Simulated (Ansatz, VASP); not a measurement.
One calculation of W, two programs

```xyz
1
Lattice="-1.5769 1.5769 1.5769 1.5769 -1.5769 1.5769 1.5769 1.5769 -1.5769" Properties=species:S:1:pos:R:3 pbc="T T T"
W     0.0000    0.0000    0.0000
```

Alike in both runs: functional PBEsol; k mesh 19 × 19 × 19; occupations fermi-dirac, width 0.08 eV; no spin polarisation.

Ansatz relaxed the structure, and its values are those at the end. VASP's run is a single point on that final structure, the one shown.

|  | VASP | Ansatz |
| --- | --- | --- |
| version | VASP 6.6.1 | Ansatz 0.2.0 |
| potentials or method | VASP PAW PBE potentials, release 64 (W_sv) | PAW with Ansatz's default frozen-core files, scalar-relativistic |
| plane-wave cutoff (eV) | 520 | 420 |
| valence electrons in the cell | 14 | 14 |

|  | VASP | Ansatz | Ansatz less VASP |
| --- | --- | --- | --- |
| pressure (GPa) | 0.6 | 0.0 | -0.66 |

VASP's potentials were made for PBE, not for PBEsol. The functional is the same, so the differences come from potentials, cutoffs and numerics.

Spin-orbit coupling is off throughout.
